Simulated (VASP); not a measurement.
Crystal: PbO2.

```
Pb O
1.0
     4.98385    0.00000    0.00000
     0.00000    4.98385    0.00000
     0.00000    0.00000    3.40762
Pb O
2 4
Direct
  0.00000 0.00000 0.00000
  0.50000 0.50000 0.50000
  0.30721 0.30721 0.00000
  0.19279 0.80721 0.50000
  0.80721 0.19279 0.50000
  0.69279 0.69279 0.00000
```

Base run:

| Quantity | Value |
| --- | --- |
| Program | VASP 6.6.1 |
| Functional | PBE |
| Potentials or basis | VASP PAW PBE potentials, release 64 (Pb_d, O) |
| Cutoff | 520 eV |
| k mesh | 6 × 6 × 8 |
| Occupations | fermi-dirac, width 0.02 eV |
| Spin | no spin polarisation |

Its results: band gap on the k mesh 0.10 eV (least direct gap 0.13 eV); pressure 6.6 GPa; largest force 0.030 eV/Å.

Q: The run is repeated on the same cell with these changes: functional from PBE to LDA; potentials or basis from VASP PAW PBE potentials, release 64 (Pb_d, O) to VASP PAW LDA potentials, release 64 (Pb_d, O). What comes out?

A: Band gap on the k mesh 0.07 eV (least direct gap 0.11 eV); pressure -3.1 GPa; largest force 0.057 eV/Å.

Caveats: the structure was generated, so it needn't be the stable form of PbO2; spin-orbit coupling is left out, which moves the levels of the heavy elements; the cell stands under pressure (at least some runs); the cell stands under tension (at least some runs).

A k mesh can miss the band edges.
